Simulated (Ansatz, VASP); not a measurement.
One calculation of SnSe2, two programs

The input POSCAR:

```
SnSe2
1.0
    3.4918669901      0.0000000000      0.0000000000
   -1.7459334950      3.0240455200      0.0000000000
    0.0000000000      0.0000000000      7.3100165154
Sn Se
1 2
Direct
    0.0000000000      0.0000000000      0.0000000000
    0.3333333333      0.6666666667      0.2500000000
    0.6666666667      0.3333333333      0.7500000000
```

File INCAR.step1:

```
PREC = Accurate ; ENCUT = 520
ISMEAR = 0 ; SIGMA = 0.05
LREAL = False ; LASPH = True
NELM = 100 ; NBANDS = 20
GGA = PE ; ALGO = Normal
EDIFF = 1E-4 ; LWAVE = True
LCHARG = False
```

File INCAR.step2:

```
PREC = Accurate ; ENCUT = 520
EDIFF = 1E-6 ; ISMEAR = 0
SIGMA = 0.05 ; LREAL = False
LASPH = True ; NELM = 100
ALGO = Normal ; ISIF = 2
LWAVE = False ; LCHARG = False
METAGGA = R2SCAN ; LMIXTAU = True
NBANDS = 20 ; ISTART = 1
```

File KPOINTS:

```
Automatic mesh
0
Gamma
  12 12 6
```

Input for Ansatz:

```yaml
crystal:
  lattice:
    - [3.4918669901, 0.0, 0.0]
    - [-1.745933495, 3.02404552, 0.0]
    - [0.0, 0.0, 7.3100165154]
  atoms:
    - { symbol: Sn, position: [0.0, 0.0, 0.0] }
    - { symbol: Se, position: [0.3333333333, 0.6666666667, 0.25] }
    - { symbol: Se, position: [0.6666666667, 0.3333333333, 0.75] }
basis:
  ecutwfc: 500
kpoints:
  mp_grid: { grid: [12, 12, 6] }
hamiltonian:
  xc: r2scan
scf:
  occupations: { method: gaussian, width: 0.05 }
output:
  forces: true
  stress: true
  eigenvalues: true
```

Alike in both runs: task single point; functional r2SCAN; k mesh 12 × 12 × 6; occupations gaussian, width 0.05 eV; no spin polarisation.

```csv
,VASP,Ansatz
version,VASP 6.6.1,Ansatz 0.2.0
potentials or method,"VASP PAW PBE potentials, release 64 (Sn_d, Se), cutoff 520 eV","scalar-relativistic, plane waves, PAW"
valence electrons in the cell,26,46
```

|  | VASP | Ansatz | Ansatz less VASP |
| --- | --- | --- | --- |
| gap on the k mesh at the Fermi level (eV) | none | none | - |
| pressure (GPa) | 4.8 | 4.7 | -0.07 |
| traceless stress, the component that is largest in VASP (GPa) | -15.90 | -15.90 | +0.006 |
| rms of the force components (eV/Å) | 0.642 | 0.648 | +0.0059 |

VASP's potentials were made for PBE, not for r2SCAN. Atom by atom the forces differ by 0.006 eV/Å (rms over components). A gap of «none» marks a metal or a gap that the smearing closes. The functional is the same, so the differences come from potentials, cutoffs and numerics. VASP's potentials hold 26 valence electrons a cell and Ansatz's 46, so a difference there can come from the potentials and not from the codes.
